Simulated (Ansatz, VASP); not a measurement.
Two plane-wave programs on W

```
CELL_PARAMETERS angstrom
-1.52292 1.56001 1.56001
1.56001 -1.52292 1.56001
1.56001 1.56001 -1.52292
ATOMIC_POSITIONS crystal
W 0.00000 0.00000 0.00000
```

Change from the starting cell: equal engineering shear yz, xz and xy +0.0233, equal normal strain along x, y and z -0.0200.

Alike in both runs: task single point; functional PBE; k mesh 20 × 20 × 20; occupations gaussian, width 0.15 eV; no spin polarisation.

|  | VASP | Ansatz |
| --- | --- | --- |
| version | VASP 6.6.1 | Ansatz 0.2.0 |
| potentials or method | VASP PAW PBE potentials, release 64 (W_sv), cutoff 520 eV | scalar-relativistic, plane waves, PAW |
| valence electrons in the cell | 14 | 14 |

Ansatz gave:

| Quantity | Value |
| --- | --- |
| gap on the k mesh at the Fermi level (eV) | none |
| pressure (GPa) | 21.4 |
| traceless stress, the component that is largest in VASP (GPa) | -4.10 |

Estimate VASP's values.

gap on the k mesh at the Fermi level (eV): none; pressure (GPa): 22.2; traceless stress, the component that is largest in VASP (GPa): -4.17.

A gap of «none» marks a metal or a gap that the smearing closes.

Spin-orbit coupling is off throughout.
